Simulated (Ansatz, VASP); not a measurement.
**One calculation of F, two programs**

```
F
1.0
     3.31169   -1.78517   -0.25543
     3.31169    1.78517   -0.25543
    -2.52551    0.00000    7.16375
F
4
Direct
  0.08485 0.08485 0.09400
  0.91515 0.91515 0.90600
  0.50157 0.50157 0.59372
  0.49843 0.49843 0.40628
```

Change from the starting cell: volume 20.600 Å^3 an atom, stretch along a over the lengths across it, relative to the relaxed cell 1.0662.

Alike in both runs: task single point; functional PBEsol; k mesh 4 × 4 × 2; occupations gaussian, width 0.05 eV; no spin polarisation.

|  | VASP | Ansatz |
| --- | --- | --- |
| version | VASP 6.6.1 | Ansatz 0.2.0 |
| potentials or method | VASP PAW PBE potentials, release 64 (F), cutoff 520 eV | scalar-relativistic, plane waves, PAW |
| valence electrons in the cell | 28 | 28 |

```csv
,VASP,Ansatz,Ansatz less VASP
gap on the k mesh at the Fermi level (eV),2.90,2.97,+0.076
least direct gap on the mesh (eV),2.98,3.05,+0.076
pressure (GPa),-0.8,-1.1,-0.28
"traceless stress, the component that is largest in VASP (GPa)",-0.44,-1.60,-1.167
rms of the force components (eV/Å),0.092,0.322,+0.2307
```

VASP's potentials were made for PBE, not for PBEsol. Atom by atom the forces differ by 0.231 eV/Å (rms over components). One of these differences is far larger than is usual between the two programs; its cause wasn't traced.

The k mesh is coarse, so the values compare programs but aren't converged.
